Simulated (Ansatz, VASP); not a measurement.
## One calculation of Al2Cu, two programs

```
CELL_PARAMETERS angstrom
-3.14635 3.14635 2.36555
3.14635 -3.14635 2.36555
3.14635 3.14635 -2.36555
ATOMIC_POSITIONS crystal
Al 0.15932 0.65932 0.81864
Al 0.65932 0.84068 0.50000
Al 0.84068 0.34068 0.18136
Al 0.34068 0.15932 0.50000
Cu 0.75000 0.75000 0.00000
Cu 0.25000 0.25000 0.00000
```

Alike in both runs: task single point; functional PBEsol; k mesh 10 × 10 × 10; occupations gaussian, width 0.15 eV; no spin polarisation.

|  | VASP | Ansatz |
| --- | --- | --- |
| version | VASP 6.6.1 | Ansatz 0.2.0 |
| potentials or method | VASP PAW PBE potentials, release 64 (Al, Cu), cutoff 520 eV | scalar-relativistic, plane waves, PAW |
| valence electrons in the cell | 34 | 50 |

```tsv
	VASP	Ansatz	Ansatz less VASP
gap on the k mesh at the Fermi level (eV)	none	none	-
pressure (GPa)	-6.8	-6.7	+0.04
traceless stress, the component that is largest in VASP (GPa)	5.96	5.95	-0.011
rms of the force components (eV/Å)	0.049	0.047	-0.0020
```

VASP's potentials were made for PBE, not for PBEsol, and Ansatz warns of the same on its side. Atom by atom the forces differ by 0.002 eV/Å (rms over components). A gap of «none» marks a metal or a gap that the smearing closes. With one functional, cell and mesh, what is left measures potentials, basis and numerics. VASP's potentials hold 34 valence electrons a cell and Ansatz's 50, so a difference there can come from the potentials and not from the codes.
